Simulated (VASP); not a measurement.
# In (C2/m) in VASP: further runs

Runs on In. Level: LDA. Tasks: single point.

All numbers are computed with VASP 6.6.1; they aren't measurements. Logs are shortened: lines on timing, memory, paths and dates and some standing lists are left out, and cuts for length are marked.

### 1 The cell of the first run

It takes space group C2/m (No. 12, monoclinic). Conventional cell: a = 4.354 Å, b = 4.568 Å, c = 3.271 Å, α = 90.00°, β = 130.83°, γ = 90.00°. Within 4.2 Å of In (site symmetry 2/m) lie 12 In at 3.16 to 3.37 Å.

### 2 Single point, LDA

INCAR reads:

```
SYSTEM = In
PREC = Accurate
ENCUT = 520
EDIFF = 1E-6
ISMEAR = -1
SIGMA = 0.1
LREAL = .FALSE.
LASPH = .TRUE.
NELM = 80
ALGO = Normal
ISIF = 2
LWAVE = .FALSE.
LCHARG = .FALSE.
GGA = CA
ISYM = 0
NBANDS = 12
```

KPOINTS reads:

```
Automatic mesh
0
G
  12 12 14
  0 0 0
```

POSCAR reads:

```
In
1.0
   -1.6019898014      1.6281983224      2.4755659772
    1.6281983224     -1.6019898014      2.4755659772
    1.5260503493      1.5260503493     -2.4583443397
In
1
Direct
    0.0000000000      0.0000000000      0.0000000000
```

Potentials or basis: VASP PAW LDA potentials, release 64 (In_d).

The run is started by

```
$ cat potpaw_LDA.64/In_d/POTCAR > POTCAR
$ mpirun -np 1 vasp_std > vasp.out
```

OUTCAR:

```text
SYSTEM = In
   PREC = Accurate
   ENCUT = 520
   EDIFF = 1E-6
   ISMEAR = -1
   LREAL = .FALSE.
   LASPH = .TRUE.
   NELM = 80
   ISIF = 2
   GGA = CA
   ISYM = 0

 ion  position               nearest neighbor table
   1  0.000  0.000  0.000-

IMPORTANT INFORMATION: All symmetrisations will be switched off!
NOSYMM: (Re-)initialisation of all symmetry stuff for point group C_1.

----------------------------------------------------------------------------------------

                                     Primitive cell

  volume of cell :      24.6144

  direct lattice vectors                    reciprocal lattice vectors
    -1.601989801  1.628198322  2.475565977     0.006516689  0.316096181  0.200266283
     1.628198322 -1.601989801  2.475565977     0.316096181  0.006516689  0.200266283
     1.526050349  1.526050349 -2.458344340     0.324872896  0.324872896 -0.003439391

  length of vectors
     3.368356871  3.368356871  3.271256063     0.374253721  0.374253721  0.459452530

  position of ions in fractional coordinates (direct lattice)
     0.000000000  0.000000000  0.000000000

  ion indices of the primitive-cell ions
   primitive index   ion index
                 1           1

----------------------------------------------------------------------------------------

 KPOINTS: Automatic mesh

Automatic generation of k-mesh.
 Grid dimensions read from file:
 generate k-points for:   12   12   14

 Generating k-lattice:

  Cartesian coordinates                     Fractional coordinates (reciprocal lattice)
     0.000543057  0.026341348  0.016688857     0.083333333  0.000000000  0.000000000
     0.026341348  0.000543057  0.016688857     0.000000000  0.083333333  0.000000000
     0.023205207  0.023205207 -0.000245671    -0.000000000 -0.000000000  0.071428571

  Length of vectors
     0.031187810  0.031187810  0.032818038

  Shift w.r.t. Gamma in fractional coordinates (k-lattice)
     0.000000000  0.000000000  0.000000000

 Subroutine IBZKPT returns following result:
 ===========================================

 Found   1012 irreducible k-points:

 Following reciprocal coordinates:
            Coordinates               Weight
  0.000000  0.000000  0.000000      1.000000
  0.083333 -0.000000  0.000000      2.000000
  0.000000 -0.083333 -0.000000      2.000000
  0.166667  0.000000  0.000000      2.000000
 -0.000000 -0.166667 -0.000000      2.000000
[... 43 lines left out ...]
   NFREE  =      0    steps in history (QN), initial steepest desc. (CG)
   ISIF   =      2    stress and relaxation
   ISYM   =      0    0-nonsym 1-usesym 2-fastsym
   POTIM  = 0.5000    time-step for ionic-motion
   TEBEG  =    0.0;   TEEND  =   0.0 temperature during run
   PSTRESS=    0.0 pullay stress
   NELECT =      13.0000    total number of electrons
   NUPDOWN=      -1.0000    fix difference up-down
   EMIN   =  10.00;   EMAX   =-10.00  energy-range for DOS
   EFERMI =   0.00;   METHOD = LEGACY
   ISMEAR =    -1;   SIGMA  =   0.10  broadening in eV -4-tet -1-fermi 0-gaus
   EFERMI_NEDOS =   21; number of points for ismear=-14 and -15
   IALGO  =     38    algorithm
   IMIX   =      4    mixing-type and parameters
     AMIX     =   0.40;   BMIX     =  1.00
     AMIX_MAG =   1.60;   BMIX_MAG =  1.00
  volume/ion in A,a.u.               =      24.61       166.11
  Fermi-wavevector in a.u.,A,eV,Ry     =   1.323304  2.500682 23.825622  1.751134
  Thomas-Fermi vector in A             =   2.452922
   LORBIT       =      0    0 simple, 1 ext, 2 COOP (PROOUT), +10 PAW based schemes
   GGA     = CA    functional components
   LHFCALC =     F    Hartree Fock is set to
   AEXX    =    0.0000 exact exchange contribution
   IVDW    =     0    specifies the selected vdW correction
   LEPSILON=     F    determine dielectric tensor
   LRPA    =     F    only Hartree local field effects (RPA)
 non-spin polarized calculation
  energy-cutoff  :      520.00
  volume of cell :       24.61
 maximum number of plane-waves:       676
 NGX is ok and might be reduce to    28
   NGX = 13   NGY = 13   NGZ = 13

 number of electron      12.9999997 magnetization

 Free energy of the ion-electron system (eV)
  ---------------------------------------------------
  ext. energy  EPLUGINS =         0.00000000
  ---------------------------------------------------
  free energy    TOTEN  =        -3.22540300 eV

  energy without entropy =       -3.21219312  energy(sigma->0) =       -3.21879806

 E-fermi :   7.9213     XC(G=0): -10.8200

 val. band max:        7.9166569264   @ k =  -0.3333   0.4167   0.2857
 cond. band min:       7.9240850699   @ k =  -0.2500   0.2500  -0.3571
 fundamental gap:      0.0074281434
 Fermi energy:         7.9212612153

 k-point     1 :       0.0000    0.0000    0.0000
  band No.  band energies     occupation
      1      -6.8146      2.00000
      2      -6.6658      2.00000
      3      -6.5995      2.00000
      4      -6.5850      2.00000
      5      -6.4054      2.00000
      6      -2.0656      2.00000
      7      18.7583      0.00000
      8      18.9467      0.00000
      9      19.2805      0.00000
     10      19.8710      0.00000
     11      22.3950      0.00000
     12      22.6317      0.00000
[... 331 lines left out ...]
 k-point    24 :      -0.0833    0.5000    0.0000
  band No.  band energies     occupation
      1      -6.7812      2.00000
      2      -6.7388      2.00000
      3      -6.6058      2.00000
      4      -6.3645      2.00000
      5      -6.2825      2.00000
      6       3.2905      2.00000
      7       4.8001      2.00000
      8      14.9472      0.00000
      9      16.2681      0.00000
     10      19.0985      0.00000
     11      20.1781      0.00000
     12      23.1703      0.00000

 [... further k-points ...]

------------------------ aborting loop because EDIFF is reached ----------------------------------------

  FORCE on cell =-STRESS in cart. coord.  units (eV):
  Direction    XX          YY          ZZ          XY          YZ          ZX
  --------------------------------------------------------------------------------------
  -------------------------------------------------------------------------------------
  Total        0.0043647      0.0043588      0.0089356     -0.0008851      0.0001140      0.0001170
  in kB        0.2841060      0.2837177      0.5816289     -0.0576129      0.0074195      0.0076149
  external PRESSURE =       0.3831509 kB  Pullay stress =       0.0000000 kB

 VOLUME and BASIS-vectors are now :
 -----------------------------------------------------------------------------
  energy-cutoff  :      520.00
  volume of cell :       24.61
      direct lattice vectors                 reciprocal lattice vectors
    -1.601989801  1.628198322  2.475565977     0.006516689  0.316096181  0.200266283
     1.628198322 -1.601989801  2.475565977     0.316096181  0.006516689  0.200266283
     1.526050349  1.526050349 -2.458344340     0.324872896  0.324872896 -0.003439391

 POSITION                                       TOTAL-FORCE (eV/Angst)
 -----------------------------------------------------------------------------------
      0.00000      0.00000      0.00000        -0.000005     -0.000002     -0.000001
 -----------------------------------------------------------------------------------
    total drift:                               -0.000005     -0.000002     -0.000001

  FREE ENERGIE OF THE ION-ELECTRON SYSTEM (eV)
  ---------------------------------------------------
  free  energy   TOTEN  =        -3.2254030030 eV

  energy  without entropy=       -3.2121931195  energy(sigma->0) =       -3.21879806
```

OSZICAR:

```text
N       E                     dE             d eps       ncg     rms          rms(c)
DAV:   1     0.777258426794E+02    0.77726E+02   -0.62767E+03 24684   0.141E+03
DAV:   2     0.471232417651E+00   -0.77255E+02   -0.75211E+02 25572   0.293E+02
DAV:   3    -0.317995218015E+01   -0.36512E+01   -0.36386E+01 28920   0.645E+01
DAV:   4    -0.326134266127E+01   -0.81390E-01   -0.81365E-01 30144   0.948E+00
DAV:   5    -0.326513358008E+01   -0.37909E-02   -0.37908E-02 33568   0.184E+00    0.274E+00
DAV:   6    -0.323357621178E+01    0.31557E-01   -0.45050E-02 30756   0.445E+00    0.133E+00
DAV:   7    -0.322618255702E+01    0.73937E-02   -0.12724E-02 36740   0.211E+00    0.274E-01
DAV:   8    -0.322540680456E+01    0.77575E-03   -0.83820E-04 29612   0.546E-01    0.203E-02
DAV:   9    -0.322540285508E+01    0.39495E-05   -0.15208E-05 35356   0.535E-02    0.168E-02
DAV:  10    -0.322540300298E+01   -0.14790E-06   -0.58833E-07 18260   0.100E-02
   1 F= -.32254030E+01 E0= -.32187981E+01  d E =-.132099E-01
```

stdout:

```text
POSCAR found type information on POSCAR In
 POSCAR found :  1 types and       1 ions
 scaLAPACK will be used
 LDA part: xc-table for (Slater(with rela. corr.)+CA(PZ))
 , standard interpolation
 POSCAR, INCAR and KPOINTS ok, starting setup
 FFT: planning ... GRIDC
 FFT: planning ... GRID_SOFT
 FFT: planning ... GRID
 WAVECAR not read
 entering main loop
```

It took 1.9 min on 1 thread of Intel Xeon 6975P-C (Granite Rapids), shared host; peak memory 0.37 GiB.

Results:

```
Free energy : -3.2254 eV
Pressure    : 0.0 GPa
```

Caveat: spin-orbit coupling is left out, which moves the levels of the heavy elements.

### 3 Single point, LDA

INCAR reads:

```
PREC = Accurate
ENCUT = 520
EDIFF = 1E-6
ISMEAR = -1
SIGMA = 0.3
LREAL = False
LASPH = True
NELM = 80
ALGO = Normal
ISIF = 2
LWAVE = False
LCHARG = True
LELF = True
LVHAR = True
NBANDS = 12
```

KPOINTS reads:

```
Automatic mesh
0
Gamma
  12 12 14
```

POSCAR reads:

```
In
1.0
   -1.6019898026      1.6281983263      2.4755659685
    1.6281983263     -1.6019898026      2.4755659685
    1.5260503434      1.5260503434     -2.4583443292
In
1
Direct
    0.0000000000      0.0000000000      0.0000000000
```

Potentials or basis: VASP PAW LDA potentials, release 64 (In_d).

The run is started by

```
$ cat potpaw_LDA.64/In_d/POTCAR > POTCAR
$ mpirun -np 1 vasp_std > vasp.out
```

Wall time 48 s (1 thread of Intel Xeon 6975P-C (Granite Rapids), shared host); peak memory 0.26 GiB.

The run converged. Its results:

```
Free energy : -3.2819 eV
Pressure    : 0.4 GPa
```

Stress tensor (GPa, compression positive):
```
 0.42  0.10 -0.05
 0.10  0.42 -0.05
-0.05 -0.05  0.26
```

Levels at points of the mesh, in eV from the Fermi level:
```
           k point  band 2  band 3  band 4  band 5  band 6  band 7  band 8  band 9  band 10  band 11
(0.00, 0.00, 0.00)  -14.59  -14.53  -14.51  -14.33   -9.99   10.83   11.02   11.35    11.94    14.47
(0.50, 0.00, 0.00)  -14.69  -14.53  -14.27  -14.20   -4.45   -3.63    7.51    9.67    11.62    11.94
(0.50, 0.50, 0.00)  -14.78  -14.26  -14.26  -14.10   -2.29   -1.80    3.66    4.52     7.59     8.09
(0.00, 0.00, 0.50)  -14.79  -14.25  -14.23  -14.11   -1.71   -0.91    3.10    3.60     6.87     7.30
(0.50, 0.00, 0.50)  -14.69  -14.53  -14.26  -14.19   -4.27   -3.58    7.20    9.66    11.29    11.74
(0.50, 0.50, 0.50)  -14.78  -14.23  -14.22  -14.18   -3.28   -3.06    5.07    5.30     8.89     9.04
```

Caveat: spin-orbit coupling is left out, which moves the levels of the heavy elements.

### 4 Single point, LDA

INCAR reads:

```
PREC     = Accurate       # precision mode
ENCUT    = 520            # plane-wave cutoff, eV
EDIFF    = 1E-6           # SCF threshold, eV
ISMEAR   = -1             # smearing method
SIGMA    = 0.6            # smearing width, eV
LREAL    = False          # projectors in reciprocal space
LASPH    = True           # aspherical terms in the spheres
NELM     = 80             # most SCF steps
ALGO     = Normal         # electronic algorithm
ISIF     = 2              # what is computed and relaxed
LWAVE    = False          # write WAVECAR
LCHARG   = True           # write CHGCAR
LELF     = True           # ELF
LVHAR    = True         
NBANDS   = 12             # bands
```

KPOINTS is that of step 3.

POSCAR is that of step 3.

Potentials or basis: VASP PAW LDA potentials, release 64 (In_d).

The run is started by

```
$ cat potpaw_LDA.64/In_d/POTCAR > POTCAR
$ mpirun -np 1 vasp_std > vasp.out
```

OUTCAR:

```text
PREC = Accurate
   ENCUT = 520
   EDIFF = 1E-6
   ISMEAR = -1
   LREAL = False
   LASPH = True
   NELM = 80
   ISIF = 2

 ion  position               nearest neighbor table
   1  0.000  0.000  0.000-

  Warning from LATTYP: Got some problem with cell dimensions!
  Tried to take original basis but could not verify dimensions!
  LATTYP: Found a base centered monoclinic cell.
 ALAT       =     4.3535228873
 B/A-ratio  =     1.0493055806
 C/A-ratio  =     0.7514043533
 COS(beta)  =    -0.6537684941

[... 543 lines left out ...]
     12      22.8187      0.00000

 [... further k-points ...]

------------------------ aborting loop because EDIFF is reached ----------------------------------------

  FORCE on cell =-STRESS in cart. coord.  units (eV):
  Direction    XX          YY          ZZ          XY          YZ          ZX
  --------------------------------------------------------------------------------------
  -------------------------------------------------------------------------------------
  Total        0.2232097      0.2232097      0.1855936      0.0043763     -0.0139550     -0.0139550
  in kB       14.5289686     14.5289686     12.0804921      0.2848584     -0.9083442     -0.9083456
  external PRESSURE =      13.7128098 kB  Pullay stress =       0.0000000 kB

 VOLUME and BASIS-vectors are now :
 -----------------------------------------------------------------------------
  energy-cutoff  :      520.00
  volume of cell :       24.61
      direct lattice vectors                 reciprocal lattice vectors
    -1.601989803  1.628198326  2.475565969     0.006516690  0.316096182  0.200266284
     1.628198326 -1.601989803  2.475565969     0.316096182  0.006516690  0.200266284
     1.526050343  1.526050343 -2.458344329     0.324872897  0.324872897 -0.003439391

 POSITION                                       TOTAL-FORCE (eV/Angst)
 -----------------------------------------------------------------------------------
      0.00000      0.00000      0.00000         0.000000     -0.000000      0.000000
 -----------------------------------------------------------------------------------
    total drift:                                0.000000     -0.000000     -0.000000

  FREE ENERGIE OF THE ION-ELECTRON SYSTEM (eV)
  ---------------------------------------------------
  free  energy   TOTEN  =        -3.4802041131 eV

  energy  without entropy=       -2.9496076904  energy(sigma->0) =       -3.21490590
```

It took 49 s on 1 thread of Intel Xeon 6975P-C (Granite Rapids), shared host; peak memory 0.26 GiB.

Results:

- Free energy: -3.4802 eV
- Pressure: 1.4 GPa

Caveat: spin-orbit coupling is left out, which moves the levels of the heavy elements.

### 5 Single point, LDA

INCAR reads:

```
ALGO = Normal ; EDIFF = 1E-7
ENCUT = 520 ; ISIF = 2
ISMEAR = -1 ; LASPH = True
LCHARG = False ; LREAL = False
LWAVE = False ; NBANDS = 12
NELM = 80 ; PREC = Accurate
SIGMA = 1.0
```

KPOINTS reads:

```
k-points
0
Gamma
  12 12 14
```

POSCAR is that of step 4.

The run is started by

```
$ cat potpaw_LDA.64/In_d/POTCAR > POTCAR
$ mpirun -np 1 vasp_std > vasp.out
```

Run time: 48 s. Hardware: 1 thread of Intel Xeon 6975P-C (Granite Rapids), shared host; peak memory 0.26 GiB.

The run converged. Its results:

```yaml
Free_energy: -3.9520 eV
Pressure: 3.4 GPa
```

Stress tensor (GPa, compression positive):
```
 3.54 -0.04 -0.10
-0.04  3.54 -0.10
-0.10 -0.10  3.25
```

Levels at points of the mesh, in eV from the Fermi level:
| k point | band 3 | band 4 | band 5 | band 6 | band 7 | band 8 | band 9 | band 10 |
| --- | --- | --- | --- | --- | --- | --- | --- | --- |
| (0.00, 0.00, 0.00) | -14.44 | -14.42 | -14.24 | -9.91 | 10.92 | 11.10 | 11.44 | 12.03 |
| (0.50, 0.00, 0.00) | -14.44 | -14.18 | -14.11 | -4.36 | -3.55 | 7.59 | 9.76 | 11.70 |
| (0.50, 0.50, 0.00) | -14.17 | -14.17 | -14.01 | -2.21 | -1.72 | 3.74 | 4.60 | 7.68 |
| (0.00, 0.00, 0.50) | -14.16 | -14.14 | -14.02 | -1.62 | -0.83 | 3.18 | 3.69 | 6.96 |
| (0.50, 0.00, 0.50) | -14.44 | -14.17 | -14.10 | -4.19 | -3.49 | 7.28 | 9.74 | 11.38 |
| (0.50, 0.50, 0.50) | -14.14 | -14.13 | -14.09 | -3.20 | -2.98 | 5.15 | 5.39 | 8.98 |

Caveat: spin-orbit coupling is left out, which moves the levels of the heavy elements.

### 6 Overview

```tsv
smearing	gap on the mesh (eV)	pressure (GPa)
fermi-dirac 0.1 eV	none	0.0
fermi-dirac 0.3 eV	none	0.4
fermi-dirac 0.6 eV	none	1.4
fermi-dirac 1 eV	none	3.4
```

Alike in all rows: task single point; level LDA; potentials or basis VASP PAW LDA potentials, release 64 (In_d); no spin polarisation; cell as given; k mesh 12 × 12 × 14; cutoff (eV) 520.

Every run on the cell as given and a fine mesh finds a metal.

Caveats: spin-orbit coupling is left out, which moves the levels of the heavy elements.

Absolute energies hang on the potentials; compare differences alone.
